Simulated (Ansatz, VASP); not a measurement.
## Hf: VASP beside Ansatz

```xyz
1
Lattice="-1.6118 1.6118 1.6118 1.6118 -1.6118 1.6118 1.6118 1.6118 -1.6118" Properties=species:S:1:pos:R:3 pbc="T T T"
Hf    0.0000    0.0000    0.0000
```

Change from the starting cell: volume scaled by 0.75, PAW files.

Alike in both runs: task single point; functional PBE; k mesh 17 × 17 × 17; occupations fermi-dirac, width 0.08 eV; no spin polarisation.

|  | VASP | Ansatz |
| --- | --- | --- |
| version | VASP 6.6.1 | Ansatz 0.2.0 |
| potentials or method | VASP PAW PBE potentials, release 64 (Hf_pv) | PAW with Ansatz's default frozen-core files, scalar-relativistic |
| plane-wave cutoff (eV) | 520 | 420 |
| valence electrons in the cell | 10 | 26 |

|  | VASP | Ansatz | Ansatz less VASP |
| --- | --- | --- | --- |
| pressure (GPa) | 45.2 | 45.6 | +0.36 |

Both programs put the cell under a high pressure, so it lies far from rest at this level. VASP's potentials hold 10 valence electrons a cell and Ansatz's 26, so a difference there can come from the potentials and not from the codes.

Neither program's run includes spin-orbit coupling.
